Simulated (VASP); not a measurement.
# AlAs4 (P-3m1) in VASP: notebook

Runs on AlAs4. Level: PBE. Tasks: single point.

All numbers are computed with VASP 6.6.1; they aren't measurements. Logs are shortened: lines on timing, memory, paths and dates and some standing lists are left out, and cuts for length are marked.

## (1) The cell of the first run

Symmetry: P-3m1, No. 164, trigonal system. The conventional cell has a = 3.842 Å, b = 3.842 Å, c = 19.800 Å, α = 90.00°, β = 90.00°, γ = 120.00°. Al (site symmetry 3m) has 4 As at 2.41 to 2.70 Å and 3 Al at 2.83 Å within 3.2 Å. Within 3.2 Å of As (site symmetry 3m) lie 4 Al at 2.41 to 2.70 Å. As (site symmetry 3m) has 3 As at 2.58 Å within 3.4 Å. As (site symmetry 3m) has 3 As at 2.58 Å within 3.4 Å. Within 3.4 Å of As (site symmetry 3m) lie 3 As at 2.58 Å.

## (2) Single point, PBE (25.31 Å³/atom)

Contents of INCAR:

```
SYSTEM = AlAs4
PREC     = Accurate       ! precision mode
ENCUT    = 520            ! plane-wave cutoff, eV
EDIFF    = 1E-7           ! SCF threshold, eV
ISMEAR   = 0              ! smearing method
SIGMA    = 0.1            ! smearing width, eV
LREAL    = .FALSE.        ! projectors in reciprocal space
LASPH    = .TRUE.         ! aspherical terms in the spheres
NELM     = 100            ! most SCF steps
ALGO     = Normal         ! electronic algorithm
ISIF     = 2              ! what is computed and relaxed
LWAVE    = .FALSE.        ! write WAVECAR
LCHARG   = .TRUE.         ! write CHGCAR
GGA      = PE             ! functional
LELF     = .TRUE.         ! ELF
LVHAR    = .TRUE.       
NBANDS   = 34             ! bands
```

Contents of KPOINTS:

```
Automatic mesh
0
G
  12 12 2
  0 0 0
```

Contents of POSCAR:

```
AlAs4
1.0
    3.8421423605      0.0000000000      0.0000000000
   -1.9210711802      3.3273928891      0.0000000000
    0.0000000000      0.0000000000     19.8001332142
Al As
2 8
Direct
    0.3333333333      0.6666666667      0.0442165448
    0.6666666667      0.3333333333      0.9557834552
    0.6666666667      0.3333333333      0.0918995596
    0.3333333333      0.6666666667      0.9081004404
    0.0000000000      0.0000000000      0.2611764620
    0.3333333333      0.6666666667      0.3276125940
    0.6666666667      0.3333333333      0.4669480777
    0.3333333333      0.6666666667      0.5330519223
    0.0000000000      0.0000000000      0.7388235380
    0.6666666667      0.3333333333      0.6723874060
```

Potentials or basis: VASP PAW PBE potentials, release 64 (Al, As).

Command:

```
$ cat potpaw_PBE.64/Al/POTCAR potpaw_PBE.64/As/POTCAR > POTCAR
$ mpirun -np 1 vasp_std > vasp.out
```

OUTCAR:

```text
SYSTEM = AlAs4
   PREC = Accurate
   ENCUT = 520
   EDIFF = 1E-7
   ISMEAR = 0
   LREAL = .FALSE.
   LASPH = .TRUE.
   NELM = 100
   ISIF = 2
   GGA = PE

 ion  position               nearest neighbor table
   1  0.333  0.667  0.044-   3 2.41   3 2.41   3 2.41   4 2.70   2 2.83   2 2.83   2 2.83
   2  0.667  0.333  0.956-   4 2.41   4 2.41   4 2.41   3 2.70   1 2.83   1 2.83   1 2.83
   3  0.667  0.333  0.092-   1 2.41   1 2.41   1 2.41   2 2.70
   4  0.333  0.667  0.908-   2 2.41   2 2.41   2 2.41   1 2.70
   5  0.000  0.000  0.261-   6 2.58   6 2.58   6 2.58
   6  0.333  0.667  0.328-   5 2.58   5 2.58   5 2.58
   7  0.667  0.333  0.467-   8 2.58   8 2.58   8 2.58
   8  0.333  0.667  0.533-   7 2.58   7 2.58   7 2.58
   9  0.000  0.000  0.739-  10 2.58  10 2.58  10 2.58
  10  0.667  0.333  0.672-   9 2.58   9 2.58   9 2.58

  LATTYP: Found a hexagonal cell.
 ALAT       =     3.8421423605
 C/A-ratio  =     5.1534095711

  Lattice vectors:

 A1 = (   3.8421423605,   0.0000000000,   0.0000000000)
 A2 = (  -1.9210711802,   3.3273928891,   0.0000000000)
 A3 = (   0.0000000000,   0.0000000000,  19.8001332142)

Analysis of symmetry for initial positions (statically):
=====================================================================
 Subroutine PRICEL returns:
 Original cell was already a primitive cell.

 Routine SETGRP: Setting up the symmetry group for a
 hexagonal supercell.

 Subroutine GETGRP returns: Found 12 space group operations
 (whereof 12 operations were pure point group operations)
 out of a pool of 24 trial point group operations.

The static configuration has the point symmetry D_3d.

Analysis of symmetry for dynamics (positions and initial velocities):
=====================================================================
 Subroutine PRICEL returns:
 Original cell was already a primitive cell.

 Routine SETGRP: Setting up the symmetry group for a
 hexagonal supercell.

 Subroutine GETGRP returns: Found 12 space group operations
 (whereof 12 operations were pure point group operations)
 out of a pool of 24 trial point group operations.

The dynamic configuration has the point symmetry D_3d.

 Subroutine INISYM returns: Found 12 space group operations
 (whereof 12 operations are pure point group operations),
 and found     1 'primitive' translations

----------------------------------------------------------------------------------------

                                     Primitive cell

  volume of cell :     253.1312

  direct lattice vectors                    reciprocal lattice vectors
     3.842142361  0.000000000  0.000000000     0.260271460  0.150267797  0.000000000
    -1.921071180  3.327392889  0.000000000     0.000000000  0.300535594  0.000000000
     0.000000000  0.000000000 19.800133214     0.000000000  0.000000000  0.050504711

  length of vectors
     3.842142361  3.842142360 19.800133214     0.300535594  0.300535594  0.050504711

  position of ions in fractional coordinates (direct lattice)
     0.333333333  0.666666667  0.044216545
     0.666666667  0.333333333  0.955783455
     0.666666667  0.333333333  0.091899560
     0.333333333  0.666666667  0.908100440
     0.000000000  0.000000000  0.261176462
     0.333333333  0.666666667  0.327612594
     0.666666667  0.333333333  0.466948078
     0.333333333  0.666666667  0.533051922
     0.000000000  0.000000000  0.738823538
     0.666666667  0.333333333  0.672387406

  ion indices of the primitive-cell ions
   primitive index   ion index
                 1           1
                 2           2
                 3           3
                 4           4
                 5           5
                 6           6
                 7           7
                 8           8
                 9           9
                10          10

----------------------------------------------------------------------------------------

 KPOINTS: Automatic mesh

Automatic generation of k-mesh.
 Grid dimensions read from file:
 generate k-points for:   12   12    2

 Generating k-lattice:

  Cartesian coordinates                     Fractional coordinates (reciprocal lattice)
     0.021689288  0.012522316  0.000000000     0.083333333  0.000000000  0.000000000
     0.000000000  0.025044633  0.000000000     0.000000000  0.083333333  0.000000000
     0.000000000  0.000000000  0.025252355     0.000000000  0.000000000  0.500000000

  Length of vectors
     0.025044633  0.025044633  0.025252355

  Shift w.r.t. Gamma in fractional coordinates (k-lattice)
     0.000000000  0.000000000  0.000000000

 Subroutine IBZKPT returns following result:
 ===========================================

 Found     38 irreducible k-points:

 Following reciprocal coordinates:
            Coordinates               Weight
  0.000000  0.000000  0.000000      1.000000
  0.083333 -0.000000  0.000000      6.000000
  0.166667 -0.000000  0.000000      6.000000
  0.250000 -0.000000  0.000000      6.000000
  0.333333 -0.000000  0.000000      6.000000
  0.416667  0.000000  0.000000      6.000000
[... 16 lines left out ...]
  0.250000 -0.000000  0.500000      6.000000
  0.333333 -0.000000  0.500000      6.000000
 [... further k-points ...]
   k-points           NKPTS =     38   k-points in BZ     NKDIM =     38   number of bands    NBANDS=     34
   number of dos      NEDOS =    301   number of ions     NIONS =     10
   total plane-waves  NPLWV = 135000
   dimension x,y,z NGX =    30 NGY =   30 NGZ =  150
   dimension x,y,z NGXF=    60 NGYF=   60 NGZF=  300
   ions per type =               2   8
   NGX,Y,Z   is equivalent  to a cutoff of  12.98, 12.98, 12.59 a.u.
   NGXF,Y,Z  is equivalent  to a cutoff of  25.96, 25.96, 25.19 a.u.
 SYSTEM =  AlAs4
   PREC   = accura    normal or accurate (medium, high low for compatibility)
   ISTART =      0    job   : 0-new  1-cont  2-samecut
   ICHARG =      2    charge: 1-file 2-atom 10-const
   ISPIN  =      1    spin polarized calculation?
   LNONCOLLINEAR =      F non collinear calculations
   LSORBIT =      F    spin-orbit coupling
   LASPH  =      T    aspherical Exc in radial PAW
   ENCUT  =  520.0 eV  38.22 Ry    6.18 a.u.   7.14  7.14 36.82*2*pi/ulx,y,z
   NELM   =    100;   NELMIN=  2; NELMDL= -5     # of ELM steps
   EDIFF  = 0.1E-06   stopping-criterion for ELM
   LREAL  =      F    real-space projection
   EDIFFG = 0.1E-05   stopping-criterion for IOM
   NSW    =      0    number of steps for IOM
   IBRION =     -1    ionic relax: 0-MD 1-quasi-New 2-CG
   NFREE  =      0    steps in history (QN), initial steepest desc. (CG)
   ISIF   =      2    stress and relaxation
   ISYM   =      2    0-nonsym 1-usesym 2-fastsym
   POTIM  = 0.5000    time-step for ionic-motion
   TEBEG  =    0.0;   TEEND  =   0.0 temperature during run
   PSTRESS=    0.0 pullay stress
   NELECT =      46.0000    total number of electrons
   NUPDOWN=      -1.0000    fix difference up-down
   EMIN   =  10.00;   EMAX   =-10.00  energy-range for DOS
   EFERMI =   0.00;   METHOD = LEGACY
   ISMEAR =     0;   SIGMA  =   0.10  broadening in eV -4-tet -1-fermi 0-gaus
   EFERMI_NEDOS =   21; number of points for ismear=-14 and -15
   IALGO  =     38    algorithm
   IMIX   =      4    mixing-type and parameters
     AMIX     =   0.40;   BMIX     =  1.00
     AMIX_MAG =   1.60;   BMIX_MAG =  1.00
  volume/ion in A,a.u.               =      25.31       170.82
  Fermi-wavevector in a.u.,A,eV,Ry     =   0.927283  1.752310 11.699017  0.859853
  Thomas-Fermi vector in A             =   2.053336
   LORBIT       =      0    0 simple, 1 ext, 2 COOP (PROOUT), +10 PAW based schemes
   GGA     = PE    functional components
   LHFCALC =     F    Hartree Fock is set to
   AEXX    =    0.0000 exact exchange contribution
   IVDW    =     0    specifies the selected vdW correction
   LEPSILON=     F    determine dielectric tensor
   LRPA    =     F    only Hartree local field effects (RPA)
 non-spin polarized calculation
 Gauss-broadening in eV      SIGMA  =   0.10
  energy-cutoff  :      520.00
  volume of cell :      253.13
 maximum number of plane-waves:      6870
 NGX is ok and might be reduce to    30
   NGX = 15   NGY = 15   NGZ = 73

 number of electron      45.9999995 magnetization

 Free energy of the ion-electron system (eV)
  ---------------------------------------------------
  ext. energy  EPLUGINS =         0.00000000
  ---------------------------------------------------
  free energy    TOTEN  =       -45.59806232 eV

  energy without entropy =      -45.59140204  energy(sigma->0) =      -45.59473218

 E-fermi :   3.9339     XC(G=0):  -8.8838

 val. band max:        3.9045158050   @ k =   0.0833  -0.0000   0.0000
 cond. band min:       3.9524161820   @ k =   0.3333  -0.0000   0.5000
 fundamental gap:      0.0479003771
 Fermi energy:         3.9339352130

 k-point     1 :       0.0000    0.0000    0.0000
  band No.  band energies     occupation
      1     -10.1478      2.00000
      2      -9.8902      2.00000
      3      -9.7412      2.00000
      4      -9.2264      2.00000
      5      -8.0718      2.00000
      6      -4.8169      2.00000
[... 26 lines left out ...]
     33       5.9412      0.00000
     34       6.5999      0.00000

 k-point     2 :       0.0833   -0.0000    0.0000
  band No.  band energies     occupation
      1     -10.0700      2.00000
      2      -9.8132      2.00000
      3      -9.6653      2.00000
      4      -9.1553      2.00000
      5      -8.0132      2.00000
      6      -4.8111      2.00000
[... 26 lines left out ...]
     33       6.1376      0.00000
     34       7.0197      0.00000
[... 775 lines left out ...]
     33       7.1208      0.00000
     34       7.2967      0.00000

 k-point    24 :       0.3333   -0.0000    0.5000
  band No.  band energies     occupation
      1      -8.9688      2.00000
      2      -8.7319      2.00000
      3      -8.6043      2.00000
      4      -8.2067      2.00000
      5      -7.3299      2.00000
      6      -5.3823      2.00000
[... 26 lines left out ...]
     33       7.0520      0.00000
     34       7.3332      0.00000

 [... further k-points ...]

------------------------ aborting loop because EDIFF is reached ----------------------------------------

  FORCE on cell =-STRESS in cart. coord.  units (eV):
  Direction    XX          YY          ZZ          XY          YZ          ZX
  --------------------------------------------------------------------------------------
  -------------------------------------------------------------------------------------
  Total        0.5424489      0.5424489      0.5364062      0.0000000      0.0000000      0.0000000
  in kB        3.4333948      3.4333948      3.3951479      0.0000000      0.0000000      0.0000000
  external PRESSURE =       3.4206458 kB  Pullay stress =       0.0000000 kB

 VOLUME and BASIS-vectors are now :
 -----------------------------------------------------------------------------
  energy-cutoff  :      520.00
  volume of cell :      253.13
      direct lattice vectors                 reciprocal lattice vectors
     3.842142361  0.000000000  0.000000000     0.260271460  0.150267797  0.000000000
    -1.921071180  3.327392889  0.000000000     0.000000000  0.300535594  0.000000000
     0.000000000  0.000000000 19.800133214     0.000000000  0.000000000  0.050504711

 POSITION                                       TOTAL-FORCE (eV/Angst)
 -----------------------------------------------------------------------------------
     -0.00000      2.21826      0.87549         0.000000      0.000000     -0.021164
      1.92107      1.10913     18.92464         0.000000     -0.000000      0.021164
      1.92107      1.10913      1.81962        -0.000000     -0.000000      0.047471
     -0.00000      2.21826     17.98051         0.000000      0.000000     -0.047471
      0.00000      0.00000      5.17133         0.000000     -0.000000     -0.053087
     -0.00000      2.21826      6.48677        -0.000000      0.000000      0.058019
      1.92107      1.10913      9.24563        -0.000000      0.000000     -0.049151
     -0.00000      2.21826     10.55450         0.000000      0.000000      0.049151
      0.00000      0.00000     14.62880        -0.000000      0.000000      0.053087
      1.92107      1.10913     13.31336        -0.000000     -0.000000     -0.058019
 -----------------------------------------------------------------------------------
    total drift:                               -0.000000      0.000000      0.000000

  FREE ENERGIE OF THE ION-ELECTRON SYSTEM (eV)
  ---------------------------------------------------
  free  energy   TOTEN  =       -45.5980623248 eV

  energy  without entropy=      -45.5914020435  energy(sigma->0) =      -45.59473218
```

It took 4.2 min on 1 thread of AMD EPYC 9R45 (Zen 5), shared host; peak memory 0.48 GiB.

Results:

```yaml
Free_energy: -45.5981 eV
Pressure: 0.3 GPa
Largest_force: 0.058 eV/Å
Band_gap_on_the_k_mesh: zero (bands 23 and 24 overlap by 0.25 eV)
```

Forces on the atoms (eV/Å):
```
Al   0.000  0.000 -0.021
Al   0.000  0.000  0.021
As   0.000  0.000  0.047
As   0.000  0.000 -0.047
As   0.000  0.000 -0.053
As   0.000  0.000  0.058
As   0.000  0.000 -0.049
As   0.000  0.000  0.049
As   0.000  0.000  0.053
As   0.000  0.000 -0.058
```

Caveat: semilocal functionals underestimate gaps, and a narrow one can read as zero; this functional lacks dispersion, which binds layers or chains, so the pressure and a relaxed spacing across them are unreliable.

## (3) Single point, PBE

This run uses another cell than the first one, of 26.10 Å³/atom.

Contents of INCAR:

```
PREC = Accurate
ENCUT = 520
EDIFF = 1E-7
ISMEAR = 0
SIGMA = 0.1
LREAL = False
LASPH = True
NELM = 60
ALGO = Normal
ISIF = 2
LWAVE = False
LCHARG = False
GGA = PE
NBANDS = 34
```

Contents of KPOINTS:

```
Automatic mesh
0
Gamma
  12 12 2
```

Contents of POSCAR:

```
AlAs4
1.0
    3.8431081619      0.0000000000      0.0000000000
   -1.9215540809      3.3282292977      0.0000000000
    0.0000000000      0.0000000000     20.4022501292
Al As
2 8
Direct
    0.3333333333      0.6666666667      0.0428858998
    0.6666666667      0.3333333333      0.9571141002
    0.6666666667      0.3333333333      0.0891322895
    0.3333333333      0.6666666667      0.9108677105
    0.0000000000      0.0000000000      0.2659649317
    0.3333333333      0.6666666667      0.3304980724
    0.6666666667      0.3333333333      0.4678497803
    0.3333333333      0.6666666667      0.5321502197
    0.0000000000      0.0000000000      0.7340350683
    0.6666666667      0.3333333333      0.6695019276
```

Potentials or basis: VASP PAW PBE potentials, release 64 (Al, As).

Command:

```
$ cat potpaw_PBE.64/Al/POTCAR potpaw_PBE.64/As/POTCAR > POTCAR
$ mpirun -np 1 vasp_std > vasp.out
```

It took 4.5 min on 1 thread of AMD EPYC 9R45 (Zen 5), shared host; peak memory 0.49 GiB.

Results (log left out):

```
Free energy            : -45.6010 eV
Pressure               : 0.1 GPa
Largest force          : 0.060 eV/Å
Band gap on the k mesh : zero (bands 23 and 24 overlap by 0.26 eV)
```

Forces on the atoms (eV/Å):
```
Al   0.000  0.000 -0.017
Al   0.000  0.000  0.017
As   0.000  0.000  0.042
As   0.000  0.000 -0.042
As   0.000  0.000 -0.052
As   0.000  0.000  0.060
As   0.000  0.000 -0.040
As   0.000  0.000  0.040
As   0.000  0.000  0.052
As   0.000  0.000 -0.060
```

Levels at points of the mesh, in eV from the Fermi level:
```csv
k point,band 19,band 20,band 21,band 22,band 23,band 24,band 25,band 26,band 27,band 28
"(0.00, 0.00, 0.00)",-1.54,-1.19,-0.65,-0.65,-0.48,-0.06,1.07,1.08,1.44,1.63
"(0.50, 0.00, 0.00)",-2.62,-2.51,-2.04,-1.87,-1.79,0.29,0.34,0.53,0.99,1.43
"(0.00, 0.00, 0.50)",-1.54,-1.37,-0.65,-0.65,-0.38,-0.10,1.06,1.08,1.44,1.63
"(0.50, 0.00, 0.50)",-2.73,-2.40,-2.04,-1.90,-1.79,0.24,0.38,0.55,0.98,1.46
```

Caveat: semilocal functionals underestimate gaps, and a narrow one can read as zero; this functional lacks dispersion, which binds layers or chains, so the pressure and a relaxed spacing across them are unreliable.

The gap in the log of VASP goes by the Fermi energy; the results here count the filled bands.